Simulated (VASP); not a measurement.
Set up this calculation in VASP 6.6.1, as the native input.

| Item | Value |
| --- | --- |
| Task | single point |
| Functional | PBE |
| Potentials or basis | VASP PAW PBE potentials, release 64 (P, B) |
| Cutoff | 500 eV |
| k mesh | 7 × 7 × 7 |
| Occupations | methfessel-paxton, width 0.053 eV |
| Spin | no spin polarisation |
| Dipole correction | no |
| Further INCAR settings | ALGO = Normal; EDIFF = 1e-06; NBANDS = 11 |

The structure of BP lies in POSCAR:

```
BP
1.0
    0.0000000000      2.3783720000      2.3783720000
    2.3783720000      0.0000000000      2.3783720000
    2.3783720000      2.3783720000      0.0000000000
P B
1 1
Direct
    0.2500000000      0.2500000000      0.2500000000
    0.0000000000      0.0000000000      0.0000000000
```

One way to write it, as run:

INCAR

```
  ALGO = Normal
  EDIFF = 1E-6
  ENCUT = 500
  GGA = PE
  GGA_COMPAT = F
  ISIF = 2
  ISMEAR = 1
  LASPH = T
  LCHARG = F
  LREAL = F
  LWAVE = F
  NBANDS = 11
  NELM = 120
  PREC = Accurate
  SIGMA = 0.053
```

KPOINTS

```
k-points
0
Gamma
  7 7 7
```

Potentials or basis: VASP PAW PBE potentials, release 64 (P, B).

Run with:

```sh
$ cat potpaw_PBE.64/P/POTCAR potpaw_PBE.64/B/POTCAR > POTCAR
$ mpirun -np 1 vasp_std > vasp.out
```

Results of the run:

```yaml
Pressure: -16.9 GPa
Band_gap_on_the_k_mesh: 1.44 eV, indirect (least direct gap 3.23 eV)
```

It took 12 s on 1 thread of Intel Xeon 8259CL (shared host), peak memory 0.14 GiB.
